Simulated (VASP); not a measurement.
# TiC3 (Pm-3m) in VASP: a series of runs, part 2 of 2

VASP 6.6.1. The steps go on from the part before.

## Step 4: Single point, PBE

This run uses another cell than the first one, of 8.20 Å³/atom, 1.004 times its volume.

The input, INCAR:

```
SYSTEM = TiC3
ALGO     = Normal         ! electronic algorithm
EDIFF    = 1E-6           ! SCF threshold, eV
ENCUT    = 520            ! plane-wave cutoff, eV
GGA      = PE             ! functional
ISIF     = 2              ! what is computed and relaxed
ISMEAR   = 0              ! smearing method
LASPH    = .True.         ! aspherical terms in the spheres
LCHARG   = .True.         ! write CHGCAR
LELF     = .True.         ! ELF
LREAL    = .False.        ! projectors in reciprocal space
LVHAR    = .True.       
LWAVE    = .False.        ! write WAVECAR
NBANDS   = 20             ! bands
NELM     = 60             ! most SCF steps
PREC     = Accurate       ! precision mode
SIGMA    = 0.1            ! smearing width, eV
```

The input, KPOINTS:

```
k-points
0
Gamma
  14 14 14
  0 0 0
```

The input, POSCAR:

```
TiC3
1.0
    3.2007439153      0.0000000000      0.0000000000
    0.0000000000      3.2007439153      0.0000000000
    0.0000000000      0.0000000000      3.2007439153
Ti C
1 3
Direct
    0.5000000000      0.5000000000      0.5000000000
    0.5000000000      0.0000000000      0.0000000000
    0.0000000000      0.5000000000      0.0000000000
    0.0000000000      0.0000000000      0.5000000000
```

Potentials or basis: VASP PAW PBE potentials, release 64 (Ti_sv, C).

Started as:

```bash
$ cat potpaw_PBE.64/Ti_sv/POTCAR potpaw_PBE.64/C/POTCAR > POTCAR
$ mpirun -np 1 vasp_std > vasp.out
```

OUTCAR:

```text
SYSTEM = TiC3
   EDIFF = 1E-6
   ENCUT = 520
   GGA = PE
   ISIF = 2
   ISMEAR = 0
   LASPH = .True.
   LREAL = .False.
   NELM = 60
   PREC = Accurate

 ion  position               nearest neighbor table
   1  0.500  0.500  0.500-   2 2.26   3 2.26   4 2.26   2 2.26   3 2.26   2 2.26   4 2.26   2 2.26
                             3 2.26   4 2.26   3 2.26   4 2.26
   2  0.500  0.000  0.000-   1 2.26   1 2.26   1 2.26   1 2.26
   3  0.000  0.500  0.000-   1 2.26   1 2.26   1 2.26   1 2.26
   4  0.000  0.000  0.500-   1 2.26   1 2.26   1 2.26   1 2.26

  LATTYP: Found a simple cubic cell.
 ALAT       =     3.2007439153

  Lattice vectors:

 A1 = (   3.2007439153,   0.0000000000,   0.0000000000)
 A2 = (   0.0000000000,   3.2007439153,   0.0000000000)
 A3 = (   0.0000000000,   0.0000000000,   3.2007439153)

Analysis of symmetry for initial positions (statically):
=====================================================================
 Subroutine PRICEL returns:
 Original cell was already a primitive cell.

 Routine SETGRP: Setting up the symmetry group for a
 simple cubic supercell.
[... 166 lines left out ...]
  ext. energy  EPLUGINS =         0.00000000
  ---------------------------------------------------
  free energy    TOTEN  =       -27.92376278 eV

  energy without entropy =      -27.91507945  energy(sigma->0) =      -27.91942112

 E-fermi :   9.9935     XC(G=0): -13.0596

 val. band max:        9.9492507359   @ k =   0.4286   0.2143   0.0714
 cond. band min:       9.9955560506   @ k =   0.2143   0.1429   0.0000
 fundamental gap:      0.0463053147
 Fermi energy:         9.9934758426

 k-point     1 :       0.0000    0.0000    0.0000
  band No.  band energies     occupation
      1     -47.4530      2.00000
      2     -23.6781      2.00000
      3     -23.6781      2.00000
      4     -23.6781      2.00000
      5      -6.6441      2.00000
      6       2.3971      2.00000
[... 541 lines left out ...]
     19      14.8770      0.00000
     20      15.2695      0.00000

 [... further k-points ...]
[... 5 lines left out ...]
  --------------------------------------------------------------------------------------
  -------------------------------------------------------------------------------------
  Total        0.0636445      0.0636445      0.0636445      0.0000000      0.0000000     -0.0000000
  in kB        3.1097036      3.1097036      3.1097036      0.0000000      0.0000000     -0.0000000
  external PRESSURE =       3.1097036 kB  Pullay stress =       0.0000000 kB

 VOLUME and BASIS-vectors are now :
 -----------------------------------------------------------------------------
  energy-cutoff  :      520.00
  volume of cell :       32.79
      direct lattice vectors                 reciprocal lattice vectors
     3.200743915  0.000000000  0.000000000     0.312427369  0.000000000  0.000000000
     0.000000000  3.200743915  0.000000000     0.000000000  0.312427369  0.000000000
     0.000000000  0.000000000  3.200743915     0.000000000  0.000000000  0.312427369

 POSITION                                       TOTAL-FORCE (eV/Angst)
 -----------------------------------------------------------------------------------
      1.60037      1.60037      1.60037         0.000000      0.000000      0.000000
      1.60037      0.00000      0.00000         0.000000      0.000000      0.000000
      0.00000      1.60037      0.00000         0.000000      0.000000      0.000000
      0.00000      0.00000      1.60037         0.000000      0.000000      0.000000
 -----------------------------------------------------------------------------------
    total drift:                                0.000000      0.000000     -0.000000

  FREE ENERGIE OF THE ION-ELECTRON SYSTEM (eV)
  ---------------------------------------------------
  free  energy   TOTEN  =       -27.9237627798 eV

  energy  without entropy=      -27.9150794529  energy(sigma->0) =      -27.91942112
```

stdout:

```text
POSCAR found type information on POSCAR TiC
 POSCAR found :  2 types and       4 ions
 scaLAPACK will be used
 LDA part: xc-table for (Slater+PW92), standard interpolation
 POSCAR, INCAR and KPOINTS ok, starting setup
 FFT: planning ... GRIDC
 FFT: planning ... GRID_SOFT
 FFT: planning ... GRID
 WAVECAR not read
 entering main loop
```

Wall time 21 s (1 thread of Intel Xeon 6975P-C (Granite Rapids), shared host); peak memory 0.19 GiB.

Results:

- Free energy: -27.9238 eV
- Pressure: 0.3 GPa
- Band gap on the k mesh: zero (band 12 reaches 12.05 eV, above the bottom of band 13 at 8.92 eV)

## Step 5: Relaxation of cell and atoms, PBE

The input, INCAR:

```
SYSTEM = TiC3
ALGO     = Normal         ! electronic algorithm
EDIFF    = 1E-7           ! SCF threshold, eV
EDIFFG   = -0.01          ! ionic threshold
ENCUT    = 600            ! plane-wave cutoff, eV
GGA      = PE             ! functional
IBRION   = 2              ! ionic algorithm
ISIF     = 3              ! what is computed and relaxed
ISMEAR   = 0              ! smearing method
LASPH    = .TRUE.         ! aspherical terms in the spheres
LCHARG   = .FALSE.        ! write CHGCAR
LREAL    = .FALSE.        ! projectors in reciprocal space
LWAVE    = .FALSE.        ! write WAVECAR
NELM     = 60             ! most SCF steps
NSW      = 100            ! ionic steps
PREC     = Accurate       ! precision mode
SIGMA    = 0.1            ! smearing width, eV
```

The input, KPOINTS:

```
k-points
0
G
  14 14 14
  0 0 0
```

The input, POSCAR:

```
TiC3
1.0
    3.1981447539      0.0000000000      0.0000000000
    0.0000000000      3.1981447539      0.0000000000
    0.0000000000      0.0000000000      3.1981447539
Ti C
1 3
Direct
    0.5000000000      0.5000000000      0.5000000000
    0.5000000000      0.0000000000      0.0000000000
    0.0000000000      0.5000000000      0.0000000000
    0.0000000000      0.0000000000      0.5000000000
```

Potentials or basis: VASP PAW PBE potentials, release 64 (Ti_sv, C).

Started as:

```bash
$ cat potpaw_PBE.64/Ti_sv/POTCAR potpaw_PBE.64/C/POTCAR > POTCAR
$ mpirun -np 1 vasp_std > vasp.out
```

OUTCAR:

```text
SYSTEM = TiC3
   EDIFF = 1E-7
   EDIFFG = -0.01
   ENCUT = 600
   GGA = PE
   IBRION = 2
   ISIF = 3
   ISMEAR = 0
   LASPH = .TRUE.
   LREAL = .FALSE.
   NELM = 60
   NSW = 100
   PREC = Accurate

 ion  position               nearest neighbor table
   1  0.500  0.500  0.500-   2 2.26   3 2.26   4 2.26   2 2.26   3 2.26   2 2.26   4 2.26   2 2.26
                             3 2.26   4 2.26   3 2.26   4 2.26
   2  0.500  0.000  0.000-   1 2.26   1 2.26   1 2.26   1 2.26
   3  0.000  0.500  0.000-   1 2.26   1 2.26   1 2.26   1 2.26
   4  0.000  0.000  0.500-   1 2.26   1 2.26   1 2.26   1 2.26

  LATTYP: Found a simple cubic cell.
 ALAT       =     3.1981447539

  Lattice vectors:

 A1 = (   3.1981447539,   0.0000000000,   0.0000000000)
 A2 = (   0.0000000000,   3.1981447539,   0.0000000000)
 A3 = (   0.0000000000,   0.0000000000,   3.1981447539)

Analysis of symmetry for initial positions (statically):
=====================================================================
 Subroutine PRICEL returns:
 Original cell was already a primitive cell.

 Routine SETGRP: Setting up the symmetry group for a
 simple cubic supercell.

 Subroutine GETGRP returns: Found 48 space group operations
 (whereof 48 operations were pure point group operations)
 out of a pool of 48 trial point group operations.

The static configuration has the point symmetry O_h .

Analysis of symmetry for dynamics (positions and initial velocities):
=====================================================================
 Subroutine PRICEL returns:
 Original cell was already a primitive cell.

 Routine SETGRP: Setting up the symmetry group for a
 simple cubic supercell.

 Subroutine GETGRP returns: Found 48 space group operations
 (whereof 48 operations were pure point group operations)
 out of a pool of 48 trial point group operations.

The dynamic configuration has the point symmetry O_h .

 Subroutine INISYM returns: Found 48 space group operations
 (whereof 48 operations are pure point group operations),
 and found     1 'primitive' translations

----------------------------------------------------------------------------------------

                                     Primitive cell

  volume of cell :      32.7110

[... 99 lines left out ...]
   ISYM   =      2    0-nonsym 1-usesym 2-fastsym
   POTIM  = 0.5000    time-step for ionic-motion
   TEBEG  =    0.0;   TEEND  =   0.0 temperature during run
   PSTRESS=    0.0 pullay stress
   NELECT =      24.0000    total number of electrons
   NUPDOWN=      -1.0000    fix difference up-down
   EMIN   =  10.00;   EMAX   =-10.00  energy-range for DOS
   EFERMI =   0.00;   METHOD = LEGACY
   ISMEAR =     0;   SIGMA  =   0.10  broadening in eV -4-tet -1-fermi 0-gaus
   EFERMI_NEDOS =   21; number of points for ismear=-14 and -15
   IALGO  =     38    algorithm
   IMIX   =      4    mixing-type and parameters
     AMIX     =   0.40;   BMIX     =  1.00
     AMIX_MAG =   1.60;   BMIX_MAG =  1.00
  volume/ion in A,a.u.               =       8.18        55.19
  Fermi-wavevector in a.u.,A,eV,Ry     =   1.476546  2.790268 29.663280  2.180190
  Thomas-Fermi vector in A             =   2.591060
   LORBIT       =      0    0 simple, 1 ext, 2 COOP (PROOUT), +10 PAW based schemes
   GGA     = PE    functional components
   LHFCALC =     F    Hartree Fock is set to
   AEXX    =    0.0000 exact exchange contribution
   IVDW    =     0    specifies the selected vdW correction
   LEPSILON=     F    determine dielectric tensor
   LRPA    =     F    only Hartree local field effects (RPA)
 conjugate gradient relaxation of ions
 non-spin polarized calculation
 Gauss-broadening in eV      SIGMA  =   0.10
  energy-cutoff  :      600.00
  volume of cell :       32.71
 maximum number of plane-waves:      1108
 NGX is ok and might be reduce to    28
   NGX = 13   NGY = 13   NGZ = 13

--------------------------------------- Ionic step        1  -------------------------------------------

 number of electron      24.0000003 magnetization

 Free energy of the ion-electron system (eV)
  ---------------------------------------------------
  ext. energy  EPLUGINS =         0.00000000
  ---------------------------------------------------
  free energy    TOTEN  =       -27.92434573 eV

  energy without entropy =      -27.91573322  energy(sigma->0) =      -27.92003947

 E-fermi :  10.0266     XC(G=0): -13.0720

 val. band max:        9.9811665173   @ k =   0.4286   0.2143   0.0714
 cond. band min:      10.0295501394   @ k =   0.2143   0.1429   0.0000
 fundamental gap:      0.0483836221
 Fermi energy:        10.0266215259

 k-point     1 :       0.0000    0.0000    0.0000
  band No.  band energies     occupation
      1     -47.4155      2.00000
      2     -23.6418      2.00000
      3     -23.6418      2.00000
      4     -23.6418      2.00000
      5      -6.6350      2.00000
      6       2.4247      2.00000
[... 522 lines left out ...]
--------------------------------------- Ionic step        3  -------------------------------------------

 number of electron      24.0000003 magnetization

 Free energy of the ion-electron system (eV)
  ---------------------------------------------------
  ext. energy  EPLUGINS =         0.00000000
  ---------------------------------------------------
  free energy    TOTEN  =       -27.92458065 eV

  energy without entropy =      -27.91587342  energy(sigma->0) =      -27.92022703

 E-fermi :   9.9822     XC(G=0): -13.0554

 val. band max:        9.9383466723   @ k =   0.4286   0.2143   0.0714
 cond. band min:       9.9839298549   @ k =   0.2143   0.1429   0.0000
 fundamental gap:      0.0455831825
 Fermi energy:         9.9821873848

 k-point     1 :       0.0000    0.0000    0.0000
  band No.  band energies     occupation
      1     -47.4656      2.00000
      2     -23.6911      2.00000
      3     -23.6911      2.00000
      4     -23.6911      2.00000
      5      -6.6472      2.00000
      6       2.3874      2.00000
[... 478 lines left out ...]
  FREE ENERGIE OF THE ION-ELECTRON SYSTEM (eV)
  ---------------------------------------------------
  free  energy   TOTEN  =       -27.9245806473 eV

  energy  without entropy=      -27.9158734188  energy(sigma->0) =      -27.92022703

 reached required accuracy - stopping structural energy minimisation
```

It took 76 s on 1 thread of Intel Xeon 6975P-C (Granite Rapids), shared host; peak memory 0.22 GiB.

What came out:

- Free energy: -27.9246 eV
- Relaxed volume: 8.20 Å³/atom
- Relaxed cell: a = 3.202 Å, b = 3.202 Å, c = 3.202 Å, α = 90.00°, β = 90.00°, γ = 90.00°
- Space group after relaxing (to 0.05 Å): Pm-3m (No. 221)
- Energy gained by relaxing: 0.1 meV/atom
- Ionic steps: 3
- Pressure after relaxing: 0.0 GPa
- Band gap on the k mesh: zero (band 12 reaches 12.03 eV, above the bottom of band 13 at 8.91 eV)

Step by step:
```
step  energy change (eV)  largest force (eV/Å)  pressure (GPa)  volume (Å³)
   1              0.0000                0.0000            0.72        32.71
   2             -0.0001                0.0000           -0.45        32.89
   3             -0.0002                0.0000            0.00        32.82
```

Final structure:
```
Ti C
1.0
     3.20159    0.00000    0.00000
     0.00000    3.20159    0.00000
     0.00000    0.00000    3.20159
Ti C
1 3
Direct
  0.50000 0.50000 0.50000
  0.50000 0.00000 0.00000
  0.00000 0.50000 0.00000
  0.00000 0.00000 0.50000
```

## Step 6: The runs side by side

```csv
task,spin,cell,k mesh,cutoff (eV),gap on the mesh (eV),pressure (GPa)
relaxation of cell and atoms,off,"relaxed from a = 3.196 Å, 4 atoms",6 × 6 × 6,600,none,-0.5
single point,"collinear, ferromagnetic start","a = 3.198 Å, 4 atoms",6 × 6 × 6,520,none,0.5
single point,off,"a = 3.201 Å, 4 atoms",14 × 14 × 14,520,none,0.3
relaxation of cell and atoms,off,"relaxed from a = 3.198 Å, 4 atoms",14 × 14 × 14,600,none,0.0
```

Alike in all rows: level PBE; potentials or basis VASP PAW PBE potentials, release 64 (Ti_sv, C); smearing gaussian 0.1 eV.

Absolute energies hang on the potentials; compare differences alone.
